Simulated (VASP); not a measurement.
# Re (P-3m1) in VASP: notebook

Runs on Re. Level: PBE. Tasks: single point.

Program: VASP 6.6.1. These are calculated values, not measurements. Logs are shortened: lines on timing, memory, paths and dates and some standing lists are left out, and cuts for length are marked.

### 1 The cell of the first run

The structure is trigonal, space group P-3m1 (No. 164). The conventional cell has a = 2.738 Å, b = 2.738 Å, c = 4.484 Å, α = 90.00°, β = 90.00°, γ = 120.00°. Re (site symmetry 3m) has 12 Re at 2.51 to 2.99 Å within 3.3 Å.

### 2 Single point, PBE (atoms displaced along a vibrational mode, the cell strained)

Input file INCAR:

```
ALGO = Normal
EDIFF = 1E-6
ENCUT = 520
GGA = PE
ISIF = 2
ISMEAR = 0
LASPH = T
LCHARG = F
LREAL = F
LWAVE = F
NBANDS = 14
NELM = 80
PREC = Accurate
SIGMA = 0.15
```

Input file KPOINTS:

```
k-points
0
Gamma
  18 18 10
```

Input file POSCAR:

```
Re
1.0
    2.7379189912      0.0000000000      0.0000000000
   -1.3689594956      2.3711073999      0.0000000000
    0.0000000000      0.0000000000      4.4842238099
Re
2
Direct
    0.3333333333      0.6666666667      0.2174860118
    0.6666666667      0.3333333333      0.7825139882
```

Potentials or basis: VASP PAW PBE potentials, release 64 (Re).

Started as:

```sh
$ cat potpaw_PBE.64/Re/POTCAR > POTCAR
$ mpirun -np 1 vasp_std > vasp.out
```

OUTCAR:

```text
EDIFF = 1E-6
   ENCUT = 520
   GGA = PE
   ISIF = 2
   ISMEAR = 0
   LASPH = T
   LREAL = F
   NELM = 80
   PREC = Accurate

 ion  position               nearest neighbor table
   1  0.333  0.667  0.217-   2 2.51   2 2.51   2 2.51   2 2.99   2 2.99   2 2.99
   2  0.667  0.333  0.783-   1 2.51   1 2.51   1 2.51   1 2.99   1 2.99   1 2.99

  LATTYP: Found a hexagonal cell.
 ALAT       =     2.7379189912
 C/A-ratio  =     1.6378219459

  Lattice vectors:

 A1 = (   2.7379189912,   0.0000000000,   0.0000000000)
 A2 = (  -1.3689594956,   2.3711073999,   0.0000000000)
 A3 = (   0.0000000000,   0.0000000000,   4.4842238099)

Analysis of symmetry for initial positions (statically):
=====================================================================
 Subroutine PRICEL returns:
 Original cell was already a primitive cell.

 Routine SETGRP: Setting up the symmetry group for a
 hexagonal supercell.

 Subroutine GETGRP returns: Found 12 space group operations
 (whereof 12 operations were pure point group operations)
 out of a pool of 24 trial point group operations.

The static configuration has the point symmetry D_3d.

Analysis of symmetry for dynamics (positions and initial velocities):
=====================================================================
 Subroutine PRICEL returns:
 Original cell was already a primitive cell.

 Routine SETGRP: Setting up the symmetry group for a
 hexagonal supercell.

 Subroutine GETGRP returns: Found 12 space group operations
 (whereof 12 operations were pure point group operations)
 out of a pool of 24 trial point group operations.

The dynamic configuration has the point symmetry D_3d.

 Subroutine INISYM returns: Found 12 space group operations
 (whereof 12 operations are pure point group operations),
 and found     1 'primitive' translations

----------------------------------------------------------------------------------------

                                     Primitive cell

  volume of cell :      29.1111

  direct lattice vectors                    reciprocal lattice vectors
     2.737918991  0.000000000  0.000000000     0.365240901  0.210871933  0.000000000
    -1.368959496  2.371107400  0.000000000     0.000000000  0.421743865  0.000000000
     0.000000000  0.000000000  4.484223810     0.000000000  0.000000000  0.223004034

  length of vectors
     2.737918991  2.737918991  4.484223810     0.421743865  0.421743865  0.223004034

  position of ions in fractional coordinates (direct lattice)
     0.333333333  0.666666667  0.217486012
     0.666666667  0.333333333  0.782513988

  ion indices of the primitive-cell ions
   primitive index   ion index
                 1           1
                 2           2

----------------------------------------------------------------------------------------

 KPOINTS: k-points

Automatic generation of k-mesh.
 Grid dimensions read from file:
 generate k-points for:   18   18   10

 Generating k-lattice:

  Cartesian coordinates                     Fractional coordinates (reciprocal lattice)
     0.020291161  0.011715107  0.000000000     0.055555556  0.000000000  0.000000000
     0.000000000  0.023430215  0.000000000     0.000000000  0.055555556  0.000000000
     0.000000000  0.000000000  0.022300403     0.000000000  0.000000000  0.100000000

  Length of vectors
     0.023430215  0.023430215  0.022300403

  Shift w.r.t. Gamma in fractional coordinates (k-lattice)
     0.000000000  0.000000000  0.000000000

 Subroutine IBZKPT returns following result:
 ===========================================

 Found    330 irreducible k-points:

 Following reciprocal coordinates:
            Coordinates               Weight
  0.000000  0.000000  0.000000      1.000000
  0.055556 -0.000000  0.000000      6.000000
  0.111111 -0.000000  0.000000      6.000000
  0.166667  0.000000  0.000000      6.000000
  0.222222  0.000000  0.000000      6.000000
  0.277778  0.000000  0.000000      6.000000
[... 16 lines left out ...]
  0.333333  0.111111  0.000000     12.000000
  0.388889  0.111111  0.000000     12.000000
 [... further k-points ...]
   k-points           NKPTS =    330   k-points in BZ     NKDIM =    330   number of bands    NBANDS=     14
   number of dos      NEDOS =    301   number of ions     NIONS =      2
   total plane-waves  NPLWV =  14400
   dimension x,y,z NGX =    20 NGY =   20 NGZ =   36
   dimension x,y,z NGXF=    40 NGYF=   40 NGZF=   72
   ions per type =               2
   NGX,Y,Z   is equivalent  to a cutoff of  12.14, 12.14, 13.35 a.u.
   NGXF,Y,Z  is equivalent  to a cutoff of  24.29, 24.29, 26.69 a.u.
 SYSTEM =  unknown system
   PREC   = accura    normal or accurate (medium, high low for compatibility)
   ISTART =      0    job   : 0-new  1-cont  2-samecut
   ICHARG =      2    charge: 1-file 2-atom 10-const
   ISPIN  =      1    spin polarized calculation?
   LNONCOLLINEAR =      F non collinear calculations
   LSORBIT =      F    spin-orbit coupling
   LASPH  =      T    aspherical Exc in radial PAW
   ENCUT  =  520.0 eV  38.22 Ry    6.18 a.u.   5.09  5.09  8.34*2*pi/ulx,y,z
   NELM   =     80;   NELMIN=  2; NELMDL= -5     # of ELM steps
   EDIFF  = 0.1E-05   stopping-criterion for ELM
   LREAL  =      F    real-space projection
   EDIFFG = 0.1E-04   stopping-criterion for IOM
   NSW    =      0    number of steps for IOM
   IBRION =     -1    ionic relax: 0-MD 1-quasi-New 2-CG
   NFREE  =      0    steps in history (QN), initial steepest desc. (CG)
   ISIF   =      2    stress and relaxation
   ISYM   =      2    0-nonsym 1-usesym 2-fastsym
   POTIM  = 0.5000    time-step for ionic-motion
   TEBEG  =    0.0;   TEEND  =   0.0 temperature during run
   PSTRESS=    0.0 pullay stress
   NELECT =      14.0000    total number of electrons
   NUPDOWN=      -1.0000    fix difference up-down
   EMIN   =  10.00;   EMAX   =-10.00  energy-range for DOS
   EFERMI =   0.00;   METHOD = LEGACY
   ISMEAR =     0;   SIGMA  =   0.15  broadening in eV -4-tet -1-fermi 0-gaus
   EFERMI_NEDOS =   21; number of points for ismear=-14 and -15
   IALGO  =     38    algorithm
   IMIX   =      4    mixing-type and parameters
     AMIX     =   0.40;   BMIX     =  1.00
     AMIX_MAG =   1.60;   BMIX_MAG =  1.00
  volume/ion in A,a.u.               =      14.56        98.23
  Fermi-wavevector in a.u.,A,eV,Ry     =   1.282619  2.423799 22.383115  1.645113
  Thomas-Fermi vector in A             =   2.414920
   LORBIT       =      0    0 simple, 1 ext, 2 COOP (PROOUT), +10 PAW based schemes
   GGA     = PE    functional components
   LHFCALC =     F    Hartree Fock is set to
   AEXX    =    0.0000 exact exchange contribution
   IVDW    =     0    specifies the selected vdW correction
   LEPSILON=     F    determine dielectric tensor
   LRPA    =     F    only Hartree local field effects (RPA)
 non-spin polarized calculation
 Gauss-broadening in eV      SIGMA  =   0.15
  energy-cutoff  :      520.00
  volume of cell :       29.11
 maximum number of plane-waves:       801
   NGX = 11   NGY = 11   NGZ = 17

 number of electron      13.9999999 magnetization

 Free energy of the ion-electron system (eV)
  ---------------------------------------------------
  ext. energy  EPLUGINS =         0.00000000
  ---------------------------------------------------
  free energy    TOTEN  =       -24.43032024 eV

  energy without entropy =      -24.41774447  energy(sigma->0) =      -24.42403235

 E-fermi :   7.9230     XC(G=0): -13.7240

 val. band max:        7.9214045136   @ k =   0.3889   0.0556   0.2000
 cond. band min:       7.9272323896   @ k =   0.4444   0.1111   0.2000
 fundamental gap:      0.0058278761
 Fermi energy:         7.9230063367

 k-point     1 :       0.0000    0.0000    0.0000
  band No.  band energies     occupation
      1      -1.8839      2.00000
      2       1.0686      2.00000
      3       6.0817      2.00000
      4       6.0817      2.00000
      5       6.2147      2.00000
      6       6.5814      2.00000
      7       6.5814      2.00000
      8       8.8403      0.00000
      9       8.8403      0.00000
     10       9.3221      0.00000
     11      11.8634      0.00000
     12      11.8634      0.00000
     13      16.5427      0.00000
     14      22.0495      0.00000

 k-point     2 :       0.0556   -0.0000    0.0000
  band No.  band energies     occupation
      1      -1.7518      2.00000
      2       1.1918      2.00000
      3       5.6940      2.00000
      4       6.1938      2.00000
      5       6.4665      2.00000
      6       6.5572      2.00000
      7       6.6449      2.00000
      8       8.6086      0.00000
      9       8.7960      0.00000
     10       8.9489      0.00000
     11      11.9341      0.00000
     12      12.4776      0.00000
     13      16.6251      0.00000
     14      22.3486      0.00000

 k-point     3 :       0.1111   -0.0000    0.0000
  band No.  band energies     occupation
      1      -1.3673      2.00000
      2       1.5372      2.00000
      3       5.1840      2.00000
      4       6.1847      2.00000
      5       6.4995      2.00000
      6       6.8164      2.00000
      7       6.8972      2.00000
      8       7.8122      1.70363
      9       8.6395      0.00000
     10       8.7409      0.00000
     11      12.1107      0.00000
     12      13.6848      0.00000
     13      16.8277      0.00000
     14      23.1819      0.00000
[... 324 lines left out ...]
 k-point    23 :       0.3333    0.1111    0.0000
  band No.  band energies     occupation
      1       2.0495      2.00000
      2       2.3413      2.00000
      3       3.1229      2.00000
      4       5.2253      2.00000
      5       5.8864      2.00000
      6       6.7492      2.00000
      7       7.3331      2.00000
      8      10.4324      0.00000
      9      11.2068      0.00000
     10      12.4822      0.00000
     11      12.9116      0.00000
     12      17.3809      0.00000
     13      18.3637      0.00000
     14      19.8542      0.00000

 k-point    24 :       0.3889    0.1111    0.0000
  band No.  band energies     occupation
      1       1.9528      2.00000
      2       2.4100      2.00000
      3       2.8828      2.00000
      4       5.5432      2.00000
      5       6.0563      2.00000
      6       6.6839      2.00000
      7       7.5612      1.99935
      8      11.3794      0.00000
      9      11.7731      0.00000
     10      12.4132      0.00000
     11      13.8761      0.00000
     12      16.6724      0.00000
     13      17.8747      0.00000
     14      19.2722      0.00000

 [... further k-points ...]

------------------------ aborting loop because EDIFF is reached ----------------------------------------

  FORCE on cell =-STRESS in cart. coord.  units (eV):
  Direction    XX          YY          ZZ          XY          YZ          ZX
  --------------------------------------------------------------------------------------
  -------------------------------------------------------------------------------------
  Total        4.2054946      4.2054946      5.3047371      0.0000000      0.0000000      0.0000000
  in kB      231.4560649    231.4560649    291.9546159      0.0000000      0.0000000      0.0000000
  external PRESSURE =     251.6222486 kB  Pullay stress =       0.0000000 kB

 VOLUME and BASIS-vectors are now :
 -----------------------------------------------------------------------------
  energy-cutoff  :      520.00
  volume of cell :       29.11
      direct lattice vectors                 reciprocal lattice vectors
     2.737918991  0.000000000  0.000000000     0.365240901  0.210871933  0.000000000
    -1.368959496  2.371107400  0.000000000     0.000000000  0.421743865  0.000000000
     0.000000000  0.000000000  4.484223810     0.000000000  0.000000000  0.223004034

 POSITION                                       TOTAL-FORCE (eV/Angst)
 -----------------------------------------------------------------------------------
     -0.00000      1.58074      0.97526         0.000000     -0.000000      3.866434
      1.36896      0.79037      3.50897        -0.000000      0.000000     -3.866434
 -----------------------------------------------------------------------------------
    total drift:                                0.000000     -0.000000      0.000000

  FREE ENERGIE OF THE ION-ELECTRON SYSTEM (eV)
  ---------------------------------------------------
  free  energy   TOTEN  =       -24.4303202351 eV

  energy  without entropy=      -24.4177444706  energy(sigma->0) =      -24.42403235
```

It took 54 s on 1 thread of Intel Xeon 6975P-C (Granite Rapids), shared host; peak memory 0.23 GiB.

What came out:

```
Free energy            : -24.4303 eV
Pressure               : 25.2 GPa
Largest force          : 3.866 eV/Å
Band gap on the k mesh : zero (bands 7 and 8 overlap by 3.07 eV)
```

Forces on the atoms (eV/Å):
```
Re   0.000  0.000  3.866
Re   0.000  0.000 -3.866
```

Stress tensor (GPa, compression positive):
```
23.15  0.00  0.00
 0.00 23.15  0.00
 0.00  0.00 29.20
```

Caveat: the cell differs from its parent crystal (atoms displaced along a vibrational mode, the cell strained); the stress differs along the axes, from 23 to 29 GPa; spin-orbit coupling is left out, which moves the levels of the heavy elements; forces of over 1 eV/Å act on the atoms, so gaps and moduli don't describe the material at rest.

### 3 Single point, PBE (atoms displaced along a vibrational mode, the cell strained)

Input file INCAR:

```
SYSTEM = Re
  PREC = Accurate
  ENCUT = 520
  EDIFF = 1E-7
  ISMEAR = 0
  SIGMA = 0.15
  LREAL = .FALSE.
  LASPH = .TRUE.
  NELM = 100
  ALGO = Normal
  ISIF = 2
  LWAVE = .FALSE.
  LCHARG = .TRUE.
  GGA = PE
  LELF = .TRUE.
  LVHAR = .TRUE.
  NBANDS = 14
```

Input file KPOINTS:

```
Automatic mesh
0
G
  18 18 10
  0 0 0
```

Input file POSCAR:

```
Re
1.0
    2.7379189912      0.0000000000      0.0000000000
   -1.3689594956      2.3711073999      0.0000000000
    0.0000000000      0.0000000000      4.4842238099
Re
2
Direct
    0.3333333333      0.6666666667      0.1958100197
    0.6666666667      0.3333333333      0.8041899803
```

Potentials or basis: VASP PAW PBE potentials, release 64 (Re).

Started as:

```sh
$ cat potpaw_PBE.64/Re/POTCAR > POTCAR
$ mpirun -np 1 vasp_std > vasp.out
```

Wall time 59 s (1 thread of Intel Xeon 6975P-C (Granite Rapids), shared host); peak memory 0.23 GiB.

The run converged. Its results:

```
Free energy            : -23.2154 eV
Pressure               : 54.7 GPa
Largest force          : 8.790 eV/Å
Band gap on the k mesh : zero (bands 7 and 8 overlap by 2.92 eV)
```

Forces on the atoms (eV/Å):
```
Re   0.000  0.000  8.790
Re   0.000  0.000 -8.790
```

Stress tensor (GPa, compression positive):
```
49.80  0.00  0.00
 0.00 49.80  0.00
 0.00  0.00 64.59
```

Levels at points of the mesh, in eV from the Fermi level:
```tsv
k point	band 5	band 6	band 7	band 8	band 9	band 10
(0.00, 0.00, 0.00)	-2.54	-2.54	-1.96	1.26	1.26	2.52
(0.50, 0.00, 0.00)	-1.54	-1.26	0.04	3.55	3.97	5.49
(0.00, 0.00, 0.50)	-2.91	-2.78	-2.78	0.65	2.09	2.09
(0.50, 0.00, 0.50)	-2.11	0.98	1.41	2.48	2.60	3.64
```

Caveat: the cell differs from its parent crystal (atoms displaced along a vibrational mode, the cell strained); the stress differs along the axes, from 50 to 65 GPa; spin-orbit coupling is left out, which moves the levels of the heavy elements; forces of over 1 eV/Å act on the atoms, so gaps and moduli don't describe the material at rest.
